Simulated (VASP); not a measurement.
# Mg3MnP3 (P6/mmm) in VASP: single point with PBE

Aim: the single point of Mg3MnP3 with PBE.

All numbers are computed with VASP 6.6.1; they aren't measurements. Logs are shortened: lines on timing, memory, paths and dates and some standing lists are left out, and cuts for length are marked.

## (1) The cell of the first run

The structure is hexagonal, space group P6/mmm (No. 191). The conventional cell has a = 5.504 Å, b = 5.504 Å, c = 4.670 Å, α = 90.00°, β = 90.00°, γ = 120.00°. Within 3.6 Å of Mg (site symmetry mmm) lie 4 Mg at 2.75 Å and 6 P at 2.75 to 2.82 Å. Mn (site symmetry 6/mmm) has 2 P at 2.34 Å within 3.1 Å. Within 3.7 Å of P (site symmetry -6m2) lie 6 Mg at 2.82 Å and 3 Mn at 3.18 Å and 3 P at 3.18 Å. P (site symmetry 6/mmm) has 2 Mn at 2.34 Å and 6 Mg at 2.75 Å within 3.1 Å.

## (2) Single point, PBE, collinear spin, ferromagnetic start

Contents of INCAR:

```
SYSTEM = Mg3MnP3
PREC     = Accurate       ! precision mode
ENCUT    = 520            ! plane-wave cutoff, eV
EDIFF    = 1E-6           ! SCF threshold, eV
ISMEAR   = 0              ! smearing method
SIGMA    = 0.2            ! smearing width, eV
LREAL    = .FALSE.        ! projectors in reciprocal space
LASPH    = .TRUE.         ! aspherical terms in the spheres
NELM     = 150            ! most SCF steps
ALGO     = Normal         ! electronic algorithm
ISIF     = 2              ! what is computed and relaxed
LWAVE    = .FALSE.        ! write WAVECAR
LCHARG   = .FALSE.        ! write CHGCAR
ISPIN    = 2              ! spin polarisation
MAGMOM   = 0 0 0 4 0 0 0  ! initial moments
LORBIT   = 11             ! projections on sites
LMAXMIX  = 4              ! l up to which the mixer works
GGA      = PE             ! functional
NBANDS   = 30             ! bands
```

Contents of KPOINTS:

```
regular mesh
0
G
  4 4 2
  0 0 0
```

Contents of POSCAR:

```
Mg3MnP3
1.0
    5.5038610134      0.0000000000      0.0000000000
   -2.7519305067      4.7664834565      0.0000000000
    0.0000000000      0.0000000000      4.6703320339
Mg Mn P
3 1 3
Direct
    0.5000000000      0.0000000000      0.5000000000
    0.0000000000      0.5000000000      0.5000000000
    0.5000000000      0.5000000000      0.5000000000
    0.0000000000      0.0000000000      0.0000000000
    0.3333333333      0.6666666667      0.0000047463
    0.6666666667      0.3333333333      0.9999952537
    0.0000000000      0.0000000000      0.5000000000
```

Potentials or basis: VASP PAW PBE potentials, release 64 (Mg, Mn_pv, P).

The run is started by

```bash
$ cat potpaw_PBE.64/Mg/POTCAR potpaw_PBE.64/Mn_pv/POTCAR potpaw_PBE.64/P/POTCAR > POTCAR
$ mpirun -np 1 vasp_std > vasp.out
```

OUTCAR:

```text
SYSTEM = Mg3MnP3
   PREC = Accurate
   ENCUT = 520
   EDIFF = 1E-6
   ISMEAR = 0
   LREAL = .FALSE.
   LASPH = .TRUE.
   NELM = 150
   ISIF = 2
   ISPIN = 2
   LORBIT = 11
   GGA = PE

 ion  position               nearest neighbor table
   1  0.500  0.000  0.500-   2 2.75   3 2.75   3 2.75   2 2.75   7 2.75   7 2.75   5 2.82   6 2.82
                             6 2.82   5 2.82
   2  0.000  0.500  0.500-   1 2.75   7 2.75   7 2.75   1 2.75   3 2.75   3 2.75   5 2.82   6 2.82
                             6 2.82   5 2.82
   3  0.500  0.500  0.500-   1 2.75   7 2.75   1 2.75   7 2.75   2 2.75   2 2.75   5 2.82   6 2.82
                             6 2.82   5 2.82
   4  0.000  0.000  0.000-   7 2.34   7 2.34
   5  0.333  0.667  0.000-   1 2.82   2 2.82   3 2.82   1 2.82   2 2.82   3 2.82
   6  0.667  0.333  1.000-   1 2.82   2 2.82   3 2.82   1 2.82   2 2.82   3 2.82
   7  0.000  0.000  0.500-   4 2.34   4 2.34   2 2.75   3 2.75   2 2.75   3 2.75   1 2.75   1 2.75

  LATTYP: Found a hexagonal cell.
 ALAT       =     5.5038610134
 C/A-ratio  =     0.8485555908

  Lattice vectors:

 A1 = (   5.5038610134,   0.0000000000,   0.0000000000)
 A2 = (  -2.7519305067,   4.7664834565,   0.0000000000)
 A3 = (   0.0000000000,   0.0000000000,   4.6703320339)

Analysis of symmetry for initial positions (statically):
=====================================================================
 Subroutine PRICEL returns:
 Original cell was already a primitive cell.

 Routine SETGRP: Setting up the symmetry group for a
 hexagonal supercell.

 Subroutine GETGRP returns: Found 24 space group operations
 (whereof 24 operations were pure point group operations)
 out of a pool of 24 trial point group operations.

The static configuration has the point symmetry D_6h.

Analysis of symmetry for dynamics (positions and initial velocities):
=====================================================================
 Subroutine PRICEL returns:
 Original cell was already a primitive cell.

 Routine SETGRP: Setting up the symmetry group for a
 hexagonal supercell.

 Subroutine GETGRP returns: Found 24 space group operations
 (whereof 24 operations were pure point group operations)
 out of a pool of 24 trial point group operations.

The dynamic configuration has the point symmetry D_6h.

Analysis of structural, dynamic, and magnetic symmetry:
=====================================================================
 Subroutine PRICEL returns:
 Original cell was already a primitive cell.

 Routine SETGRP: Setting up the symmetry group for a
 hexagonal supercell.

 Subroutine GETGRP returns: Found 24 space group operations
 (whereof 24 operations were pure point group operations)
 out of a pool of 24 trial point group operations.

The overall configuration has the point symmetry D_6h.

 Subroutine INISYM returns: Found 24 space group operations
 (whereof 24 operations are pure point group operations),
 and found     1 'primitive' translations

----------------------------------------------------------------------------------------

                                     Primitive cell

  volume of cell :     122.5218

  direct lattice vectors                    reciprocal lattice vectors
     5.503861013  0.000000000  0.000000000     0.181690635  0.104899137  0.000000000
    -2.751930507  4.766483456  0.000000000     0.000000000  0.209798274  0.000000000
     0.000000000  0.000000000  4.670332034     0.000000000  0.000000000  0.214117539

  length of vectors
     5.503861013  5.503861013  4.670332034     0.209798274  0.209798274  0.214117539

  position of ions in fractional coordinates (direct lattice)
     0.500000000  0.000000000  0.500000000
     0.000000000  0.500000000  0.500000000
     0.500000000  0.500000000  0.500000000
     0.000000000  0.000000000  0.000000000
     0.333333333  0.666666667  0.000004746
     0.666666667  0.333333333  0.999995254
     0.000000000  0.000000000  0.500000000

  ion indices of the primitive-cell ions
   primitive index   ion index
                 1           1
                 2           2
                 3           3
                 4           4
                 5           5
                 6           6
                 7           7

----------------------------------------------------------------------------------------

 KPOINTS: regular mesh

Automatic generation of k-mesh.
 Grid dimensions read from file:
 generate k-points for:    4    4    2

 Generating k-lattice:

  Cartesian coordinates                     Fractional coordinates (reciprocal lattice)
     0.045422659  0.026224784  0.000000000     0.250000000  0.000000000  0.000000000
     0.000000000  0.052449568  0.000000000     0.000000000  0.250000000  0.000000000
     0.000000000  0.000000000  0.107058769     0.000000000  0.000000000  0.500000000

  Length of vectors
     0.052449568  0.052449568  0.107058769

  Shift w.r.t. Gamma in fractional coordinates (k-lattice)
     0.000000000  0.000000000  0.000000000

 Subroutine IBZKPT returns following result:
 ===========================================

 Found      8 irreducible k-points:

 Following reciprocal coordinates:
            Coordinates               Weight
  0.000000  0.000000  0.000000      1.000000
  0.250000 -0.000000  0.000000      6.000000
  0.500000 -0.000000  0.000000      3.000000
  0.250000  0.250000  0.000000      6.000000
  0.000000  0.000000  0.500000      1.000000
  0.250000 -0.000000  0.500000      6.000000
  0.500000 -0.000000  0.500000      3.000000
  0.250000  0.250000  0.500000      6.000000
   k-points           NKPTS =      8   k-points in BZ     NKDIM =      8   number of bands    NBANDS=     30
   number of dos      NEDOS =    301   number of ions     NIONS =      7
   total plane-waves  NPLWV =  63504
   dimension x,y,z NGX =    42 NGY =   42 NGZ =   36
   dimension x,y,z NGXF=    84 NGYF=   84 NGZF=   72
   ions per type =               3   1   3
   NGX,Y,Z   is equivalent  to a cutoff of  12.69, 12.69, 12.81 a.u.
   NGXF,Y,Z  is equivalent  to a cutoff of  25.37, 25.37, 25.63 a.u.
 SYSTEM =  Mg3MnP3
   PREC   = accura    normal or accurate (medium, high low for compatibility)
   ISTART =      0    job   : 0-new  1-cont  2-samecut
   ICHARG =      2    charge: 1-file 2-atom 10-const
   ISPIN  =      2    spin polarized calculation?
   LNONCOLLINEAR =      F non collinear calculations
   LSORBIT =      F    spin-orbit coupling
   LASPH  =      T    aspherical Exc in radial PAW
   ENCUT  =  520.0 eV  38.22 Ry    6.18 a.u.  10.23 10.23  8.68*2*pi/ulx,y,z
   NELM   =    150;   NELMIN=  2; NELMDL= -5     # of ELM steps
   EDIFF  = 0.1E-05   stopping-criterion for ELM
   LREAL  =      F    real-space projection
   EDIFFG = 0.1E-04   stopping-criterion for IOM
   NSW    =      0    number of steps for IOM
   IBRION =     -1    ionic relax: 0-MD 1-quasi-New 2-CG
   NFREE  =      0    steps in history (QN), initial steepest desc. (CG)
   ISIF   =      2    stress and relaxation
   ISYM   =      2    0-nonsym 1-usesym 2-fastsym
   POTIM  = 0.5000    time-step for ionic-motion
   TEBEG  =    0.0;   TEEND  =   0.0 temperature during run
   PSTRESS=    0.0 pullay stress
   NELECT =      34.0000    total number of electrons
   NUPDOWN=      -1.0000    fix difference up-down
   EMIN   =  10.00;   EMAX   =-10.00  energy-range for DOS
   EFERMI =   0.00;   METHOD = LEGACY
   ISMEAR =     0;   SIGMA  =   0.20  broadening in eV -4-tet -1-fermi 0-gaus
   EFERMI_NEDOS =   21; number of points for ismear=-14 and -15
   IALGO  =     38    algorithm
   IMIX   =      4    mixing-type and parameters
     AMIX     =   0.40;   BMIX     =  1.00
     AMIX_MAG =   1.60;   BMIX_MAG =  1.00
  volume/ion in A,a.u.               =      17.50       118.12
  Fermi-wavevector in a.u.,A,eV,Ry     =   1.067817  2.017881 15.513805  1.140232
  Thomas-Fermi vector in A             =   2.203445
   LORBIT       =     11    0 simple, 1 ext, 2 COOP (PROOUT), +10 PAW based schemes
   GGA     = PE    functional components
   LHFCALC =     F    Hartree Fock is set to
   AEXX    =    0.0000 exact exchange contribution
   IVDW    =     0    specifies the selected vdW correction
   LEPSILON=     F    determine dielectric tensor
   LRPA    =     F    only Hartree local field effects (RPA)
 spin polarized calculation
 Gauss-broadening in eV      SIGMA  =   0.20
  energy-cutoff  :      520.00
  volume of cell :      122.52
 maximum number of plane-waves:      3320
 NGX is ok and might be reduce to    42
   NGX = 21   NGY = 21   NGZ = 17

 number of electron      33.9999988 magnetization       3.8984646

 Free energy of the ion-electron system (eV)
  ---------------------------------------------------
  ext. energy  EPLUGINS =         0.00000000
  ---------------------------------------------------
  free energy    TOTEN  =       -30.02709223 eV

  energy without entropy =      -29.98134149  energy(sigma->0) =      -30.00421686

 E-fermi :   5.7017     XC(G=0): -10.0656

 val. band max:        5.5842286314   @ k =   0.2500   0.2500   0.0000
 cond. band min:       5.7265557206   @ k =   0.2500  -0.0000   0.5000
 fundamental gap:      0.1423270892
 Fermi energy:         5.7016883832

 spin component 1

 k-point     1 :       0.0000    0.0000    0.0000
  band No.  band energies     occupation
      1     -44.6995      1.00000
      2     -44.6766      1.00000
      3     -44.6766      1.00000
      4      -6.3995      1.00000
      5      -4.3953      1.00000
      6      -3.0521      1.00000
[... 21 lines left out ...]
     28      11.0314      0.00000
     29      11.0314      0.00000
[... 193 lines left out ...]
 k-point     8 :       0.2500    0.2500    0.5000
  band No.  band energies     occupation
      1     -44.7000      1.00000
      2     -44.6766      1.00000
      3     -44.6766      1.00000
      4      -4.9180      1.00000
      5      -4.6152      1.00000
      6      -3.8631      1.00000
[... 21 lines left out ...]
     28      11.7164      0.00000
     29      12.1319      0.00000
 Fermi energy:         5.7016883832

 spin component 2

 k-point     1 :       0.0000    0.0000    0.0000
  band No.  band energies     occupation
      1     -40.6160      1.00000
      2     -40.4630      1.00000
      3     -40.4630      1.00000
      4      -6.3950      1.00000
      5      -4.3654      1.00000
      6      -3.1938      1.00000
[... 21 lines left out ...]
     28      11.6910      0.00000
     29      11.6910      0.00000
[... 193 lines left out ...]
 k-point     8 :       0.2500    0.2500    0.5000
  band No.  band energies     occupation
      1     -40.6168      1.00000
      2     -40.4630      1.00000
      3     -40.4630      1.00000
      4      -4.8577      1.00000
      5      -4.7490      1.00000
      6      -4.0018      1.00000
[... 21 lines left out ...]
     28      11.7431      0.00000
     29      12.2164      0.00000
 [bands above 29 left out]

------------------------ aborting loop because EDIFF is reached ----------------------------------------

  FORCE on cell =-STRESS in cart. coord.  units (eV):
  Direction    XX          YY          ZZ          XY          YZ          ZX
  --------------------------------------------------------------------------------------
  -------------------------------------------------------------------------------------
  Total        0.3851407      0.3851407     -0.0939861      0.0000000      0.0000000      0.0000000
  in kB        5.0363593      5.0363593     -1.2290254      0.0000000      0.0000000      0.0000000
  external PRESSURE =       2.9478978 kB  Pullay stress =       0.0000000 kB

 VOLUME and BASIS-vectors are now :
 -----------------------------------------------------------------------------
  energy-cutoff  :      520.00
  volume of cell :      122.52
      direct lattice vectors                 reciprocal lattice vectors
     5.503861013  0.000000000  0.000000000     0.181690635  0.104899137  0.000000000
    -2.751930507  4.766483456  0.000000000     0.000000000  0.209798274  0.000000000
     0.000000000  0.000000000  4.670332034     0.000000000  0.000000000  0.214117539

 POSITION                                       TOTAL-FORCE (eV/Angst)
 -----------------------------------------------------------------------------------
      2.75193      0.00000      2.33517        -0.000000      0.000000      0.000000
     -1.37597      2.38324      2.33517        -0.000000      0.000000      0.000000
      1.37597      2.38324      2.33517        -0.000000      0.000000      0.000000
      0.00000      0.00000      0.00000        -0.000000      0.000000      0.000000
     -0.00000      3.17766      0.00002        -0.000000      0.000000      0.000000
      2.75193      1.58883      4.67031         0.000000      0.000000      0.000000
      0.00000      0.00000      2.33517        -0.000000      0.000000      0.000000
 -----------------------------------------------------------------------------------
    total drift:                               -0.000000      0.000000     -0.000000

  FREE ENERGIE OF THE ION-ELECTRON SYSTEM (eV)
  ---------------------------------------------------
  free  energy   TOTEN  =       -30.0270922254 eV

  energy  without entropy=      -29.9813414947  energy(sigma->0) =      -30.00421686

 total charge

# of ion       s       p       d       tot
------------------------------------------
    1        0.191   0.145   0.037   0.373
    2        0.191   0.145   0.037   0.373
    3        0.191   0.145   0.037   0.373
    4        0.247   6.197   4.952  11.395
    5        1.090   1.323   0.000   2.413
    6        1.090   1.323   0.000   2.413
    7        1.030   1.535   0.000   2.564
--------------------------------------------------
tot          4.029  10.812   5.064  19.904

 magnetization (x)

# of ion       s       p       d       tot
------------------------------------------
    1        0.004   0.002   0.001   0.007
    2        0.004   0.002   0.001   0.007
    3        0.004   0.002   0.001   0.007
    4        0.047   0.024   3.859   3.930
    5       -0.002  -0.080   0.000  -0.082
    6       -0.002  -0.080   0.000  -0.082
    7        0.003  -0.018   0.000  -0.014
--------------------------------------------------
tot          0.058  -0.147   3.862   3.772
```

Run time: 45 s. Hardware: 1 thread of Intel Xeon 6975P-C (Granite Rapids), shared host; peak memory 0.3 GiB.

What came out:

| Item | Value |
| --- | --- |
| Free energy | -30.0271 eV |
| Pressure | 0.3 GPa |
| Net moment | 3.90 μB per cell |
| Site moments | Mg +0.01; Mn +3.93; P -0.08, -0.01 μB |
| Valence electrons inside the program's atomic spheres | Mg 0.37; Mn 11.39; P 2.41, 2.56 |

Caveat: the k points lie up to 0.67 Å⁻¹ apart; a cell with one magnetic atom can't hold antiferromagnetic order, which such compounds often take.
